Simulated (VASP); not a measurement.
## Ru: single point with PBE

The system is Ru.

```xyz
3
Lattice="4.1518 0.0000 0.0000 -2.0759 3.5955 0.0000 0.0000 0.0000 2.6085" Properties=species:S:1:pos:R:3 pbc="T T T"
Ru    2.0759    3.5955    0.0000
Ru    0.0000    2.3970    1.3042
Ru    2.0759    1.1985    1.3042
```

This isn't the form of Ru at room conditions, which is hcp.

| Item | Value |
| --- | --- |
| Program | VASP 6.6.1 |
| Task | single point |
| Functional | PBE |
| Potentials or basis | VASP PAW PBE potentials, release 64 (Ru_pv) |
| Cutoff | 520 eV |
| k mesh | 11 × 11 × 15 |
| Occupations | fermi-dirac, width 0.05 eV |
| Spin | collinear spin, ferromagnetic start |
| Starting moments | [1.0, 1.0, 1.0] μB |

```yaml
Pressure: 30.0 GPa
Band_gap_on_the_k_mesh: zero (filled and empty bands overlap)
Net_moment: 0.00 μB per cell
Valence_electrons_inside_the_program's_atomic_spheres: Ru 12.71, 12.87 (each value once)
```

Stress tensor (GPa, compression positive):
```
31.18  0.00  0.00
 0.00 31.18  0.00
 0.00  0.00 27.72
```

Levels at points of the mesh, in eV from the Fermi level:
Spin up:
```
           k point  band 19  band 20  band 21  band 22  band 23  band 24
(0.00, 0.00, 0.00)    -2.35    -1.60    -1.60    -1.49    -1.49     1.88
```
Spin down:
```
           k point  band 19  band 20  band 21  band 22  band 23  band 24
(0.00, 0.00, 0.00)    -2.35    -1.60    -1.60    -1.49    -1.49     1.88
```

It took 4.1 min on 1 thread of Intel Xeon 8259CL (shared host), peak memory 0.32 GiB.

Caveat: the cell stands under pressure; an empty level that is flat over the whole mesh can mark a ghost state of the potentials, or a narrow d or f band.
